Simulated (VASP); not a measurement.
# W2I (P6/mmm) in VASP: notebook

W2I is run at these levels: PBE; tasks: single point.

Program: VASP 6.6.1. These are calculated values, not measurements. Logs are shortened: lines on timing, memory, paths and dates and some standing lists are left out, and cuts for length are marked.

## (1) The cell of the first run

It takes space group P6/mmm (No. 191, hexagonal). The conventional cell has a = 4.578 Å, b = 4.578 Å, c = 3.292 Å, α = 90.00°, β = 90.00°, γ = 120.00°. W (site symmetry -6m2) has 5 W at 2.64 to 3.29 Å and 6 I at 3.11 Å within 3.5 Å. I (site symmetry 6/mmm) has 12 W at 3.11 Å and 2 I at 3.29 Å within 4.1 Å.

## (2) Single point, PBE

File INCAR:

```
SYSTEM = W2I
PREC = Accurate
ENCUT = 520
EDIFF = 1E-7
ISMEAR = 0
SIGMA = 0.1
LREAL = .False.
LASPH = .True.
NELM = 100
ALGO = Normal
ISIF = 2
LWAVE = .False.
LCHARG = .True.
GGA = PE
LELF = .True.
LVHAR = .True.
NBANDS = 24
```

File KPOINTS:

```
regular mesh
0
Gamma
  6 6 6
  0 0 0
```

File POSCAR:

```
W2I
1.0
    4.5775776415      0.0000000000      0.0000000000
   -2.2887888208      3.9642985253      0.0000000000
    0.0000000000      0.0000000000      3.2916794061
W I
2 1
Direct
    0.3333333333      0.6666666667      0.5000000000
    0.6666666667      0.3333333333      0.5000000000
    0.0000000000      0.0000000000      0.0000000000
```

Potentials or basis: VASP PAW PBE potentials, release 64 (W_sv, I).

Command:

```console
$ cat potpaw_PBE.64/W_sv/POTCAR potpaw_PBE.64/I/POTCAR > POTCAR
$ mpirun -np 1 vasp_std > vasp.out
```

OUTCAR:

```text
SYSTEM = W2I
   PREC = Accurate
   ENCUT = 520
   EDIFF = 1E-7
   ISMEAR = 0
   LREAL = .False.
   LASPH = .True.
   NELM = 100
   ISIF = 2
   GGA = PE

 ion  position               nearest neighbor table
   1  0.333  0.667  0.500-   2 2.64   2 2.64   2 2.64   3 3.11   3 3.11   3 3.11   3 3.11   3 3.11
                             3 3.11
   2  0.667  0.333  0.500-   1 2.64   1 2.64   1 2.64   3 3.11   3 3.11   3 3.11   3 3.11   3 3.11
                             3 3.11
   3  0.000  0.000  0.000-   1 3.11   2 3.11   1 3.11   2 3.11   1 3.11   1 3.11   2 3.11   2 3.11
                             2 3.11   2 3.11   1 3.11   1 3.11

  LATTYP: Found a hexagonal cell.
 ALAT       =     4.5775776415
 C/A-ratio  =     0.7190876188

  Lattice vectors:

 A1 = (   4.5775776415,   0.0000000000,   0.0000000000)
 A2 = (  -2.2887888208,   3.9642985253,   0.0000000000)
 A3 = (   0.0000000000,   0.0000000000,   3.2916794061)

Analysis of symmetry for initial positions (statically):
=====================================================================
 Subroutine PRICEL returns:
 Original cell was already a primitive cell.

 Routine SETGRP: Setting up the symmetry group for a
 hexagonal supercell.

 Subroutine GETGRP returns: Found 24 space group operations
 (whereof 24 operations were pure point group operations)
 out of a pool of 24 trial point group operations.

The static configuration has the point symmetry D_6h.

Analysis of symmetry for dynamics (positions and initial velocities):
=====================================================================
 Subroutine PRICEL returns:
 Original cell was already a primitive cell.

 Routine SETGRP: Setting up the symmetry group for a
 hexagonal supercell.

 Subroutine GETGRP returns: Found 24 space group operations
 (whereof 24 operations were pure point group operations)
 out of a pool of 24 trial point group operations.

The dynamic configuration has the point symmetry D_6h.

 Subroutine INISYM returns: Found 24 space group operations
 (whereof 24 operations are pure point group operations),
 and found     1 'primitive' translations

----------------------------------------------------------------------------------------

                                     Primitive cell

  volume of cell :      59.7337

  direct lattice vectors                    reciprocal lattice vectors
     4.577577641  0.000000000  0.000000000     0.218456153  0.126125719  0.000000000
    -2.288788821  3.964298525  0.000000000     0.000000000  0.252251437  0.000000000
     0.000000000  0.000000000  3.291679406     0.000000000  0.000000000  0.303796293

[... 86 lines left out ...]
   LREAL  =      F    real-space projection
   EDIFFG = 0.1E-05   stopping-criterion for IOM
   NSW    =      0    number of steps for IOM
   IBRION =     -1    ionic relax: 0-MD 1-quasi-New 2-CG
   NFREE  =      0    steps in history (QN), initial steepest desc. (CG)
   ISIF   =      2    stress and relaxation
   ISYM   =      2    0-nonsym 1-usesym 2-fastsym
   POTIM  = 0.5000    time-step for ionic-motion
   TEBEG  =    0.0;   TEEND  =   0.0 temperature during run
   PSTRESS=    0.0 pullay stress
   NELECT =      35.0000    total number of electrons
   NUPDOWN=      -1.0000    fix difference up-down
   EMIN   =  10.00;   EMAX   =-10.00  energy-range for DOS
   EFERMI =   0.00;   METHOD = LEGACY
   ISMEAR =     0;   SIGMA  =   0.10  broadening in eV -4-tet -1-fermi 0-gaus
   EFERMI_NEDOS =   21; number of points for ismear=-14 and -15
   IALGO  =     38    algorithm
   IMIX   =      4    mixing-type and parameters
     AMIX     =   0.40;   BMIX     =  1.00
     AMIX_MAG =   1.60;   BMIX_MAG =  1.00
  volume/ion in A,a.u.               =      19.91       134.37
  Fermi-wavevector in a.u.,A,eV,Ry     =   1.369907  2.588748 25.533295  1.876644
  Thomas-Fermi vector in A             =   2.495740
   LORBIT       =      0    0 simple, 1 ext, 2 COOP (PROOUT), +10 PAW based schemes
   GGA     = PE    functional components
   LHFCALC =     F    Hartree Fock is set to
   AEXX    =    0.0000 exact exchange contribution
   IVDW    =     0    specifies the selected vdW correction
   LEPSILON=     F    determine dielectric tensor
   LRPA    =     F    only Hartree local field effects (RPA)
 non-spin polarized calculation
 Gauss-broadening in eV      SIGMA  =   0.10
  energy-cutoff  :      520.00
  volume of cell :       59.73
 maximum number of plane-waves:      1626
 NGX is ok and might be reduce to    36
   NGX = 17   NGY = 17   NGZ = 13

 number of electron      35.0000006 magnetization

 Free energy of the ion-electron system (eV)
  ---------------------------------------------------
  ext. energy  EPLUGINS =         0.00000000
  ---------------------------------------------------
  free energy    TOTEN  =       -22.35540736 eV

  energy without entropy =      -22.34585037  energy(sigma->0) =      -22.35062886

 E-fermi :  10.4912     XC(G=0): -12.1222

 val. band max:       10.4841009108   @ k =   0.3333   0.3333   0.3333
 cond. band min:      10.5824510498   @ k =   0.1667   0.1667   0.5000
 fundamental gap:      0.0983501390
 Fermi energy:        10.4911627643

 k-point     1 :       0.0000    0.0000    0.0000
  band No.  band energies     occupation
      1     -63.3765      2.00000
      2     -63.2400      2.00000
      3     -27.9138      2.00000
      4     -27.9138      2.00000
      5     -27.6501      2.00000
      6     -27.4553      2.00000
[... 637 lines left out ...]
     23      14.5984      0.00000
     24      14.7023      0.00000

 [... further k-points ...]

------------------------ aborting loop because EDIFF is reached ----------------------------------------

  FORCE on cell =-STRESS in cart. coord.  units (eV):
  Direction    XX          YY          ZZ          XY          YZ          ZX
  --------------------------------------------------------------------------------------
  -------------------------------------------------------------------------------------
  Total        0.1175874      0.1175874     -0.0604539     -0.0000000      0.0000000      0.0000000
  in kB        3.1539274      3.1539274     -1.6214928     -0.0000000      0.0000000      0.0000000
  external PRESSURE =       1.5621207 kB  Pullay stress =       0.0000000 kB

 VOLUME and BASIS-vectors are now :
 -----------------------------------------------------------------------------
  energy-cutoff  :      520.00
  volume of cell :       59.73
      direct lattice vectors                 reciprocal lattice vectors
     4.577577641  0.000000000  0.000000000     0.218456153  0.126125719  0.000000000
    -2.288788821  3.964298525  0.000000000     0.000000000  0.252251437  0.000000000
     0.000000000  0.000000000  3.291679406     0.000000000  0.000000000  0.303796293

 POSITION                                       TOTAL-FORCE (eV/Angst)
 -----------------------------------------------------------------------------------
     -0.00000      2.64287      1.64584        -0.000000      0.000000      0.000000
      2.28879      1.32143      1.64584         0.000000      0.000000     -0.000000
      0.00000      0.00000      0.00000         0.000000     -0.000000     -0.000000
 -----------------------------------------------------------------------------------
    total drift:                                0.000000     -0.000000     -0.000000

  FREE ENERGIE OF THE ION-ELECTRON SYSTEM (eV)
  ---------------------------------------------------
  free  energy   TOTEN  =       -22.3554073562 eV

  energy  without entropy=      -22.3458503654  energy(sigma->0) =      -22.35062886
```

stdout:

```text
POSCAR found type information on POSCAR W I
 POSCAR found :  2 types and       3 ions
 scaLAPACK will be used
 LDA part: xc-table for (Slater+PW92), standard interpolation
 POSCAR, INCAR and KPOINTS ok, starting setup
 FFT: planning ... GRIDC
 FFT: planning ... GRID_SOFT
 FFT: planning ... GRID
 WAVECAR not read
 entering main loop
```

Run time: 31 s. Hardware: 1 thread of AMD EPYC 7R13 (Zen 3), shared host; peak memory 0.17 GiB.

Results:

```yaml
Free_energy: -22.3554 eV
Pressure: 0.2 GPa
Band_gap_on_the_k_mesh: zero (an odd number of electrons rules out a gap without spin polarisation)
```

Caveat: spin-orbit coupling is left out, which moves the levels of the heavy elements.

## (3) Single point, PBE

This run uses another cell than the first one, of 25.12 Å³/atom.

File INCAR:

```
PREC = Accurate ; ENCUT = 520
EDIFF = 1E-7 ; ISMEAR = 0
SIGMA = 0.1 ; LREAL = False
LASPH = True ; NELM = 80
ALGO = Normal ; ISIF = 2
LWAVE = False ; LCHARG = False
GGA = PE ; NBANDS = 24
```

File KPOINTS:

```
regular mesh
0
Gamma
  6 6 6
```

File POSCAR:

```
W2I
1.0
    5.1536803841      0.0000000000      0.0000000000
   -2.5768401921      4.4632181357      0.0000000000
    0.0000000000      0.0000000000      3.2761459202
W I
2 1
Direct
    0.3333333333      0.6666666667      0.5000000000
    0.6666666667      0.3333333333      0.5000000000
    0.0000000000      0.0000000000      0.0000000000
```

Potentials or basis: VASP PAW PBE potentials, release 64 (W_sv, I).

Command:

```console
$ cat potpaw_PBE.64/W_sv/POTCAR potpaw_PBE.64/I/POTCAR > POTCAR
$ mpirun -np 1 vasp_std > vasp.out
```

Run time: 35 s. Hardware: 1 thread of AMD EPYC 7R13 (Zen 3), shared host; peak memory 0.18 GiB.

Results (log left out):

```yaml
Free_energy: -20.7972 eV
Pressure: -20.9 GPa
Band_gap_on_the_k_mesh: zero (an odd number of electrons rules out a gap without spin polarisation)
```

Stress tensor (GPa, compression positive):
```
-24.49   0.00   0.00
  0.00 -24.49   0.00
  0.00   0.00 -13.85
```

Levels at points of the mesh, in eV from the Fermi level:
```tsv
k point	band 15	band 16	band 17	band 18	band 19	band 20
(0.00, 0.00, 0.00)	-1.11	-1.11	-0.70	0.24	0.24	1.59
(0.50, 0.00, 0.00)	-1.58	-1.32	-0.01	0.11	0.82	0.90
(0.00, 0.00, 0.50)	-1.06	-1.06	-0.97	-0.36	-0.36	0.53
(0.50, 0.00, 0.50)	-1.59	-1.38	0.29	0.38	0.50	1.54
```

Caveat: the stress differs along the axes, from -24 to -14 GPa; spin-orbit coupling is left out, which moves the levels of the heavy elements.

The gap in the log of VASP goes by the Fermi energy; the results here count the filled bands.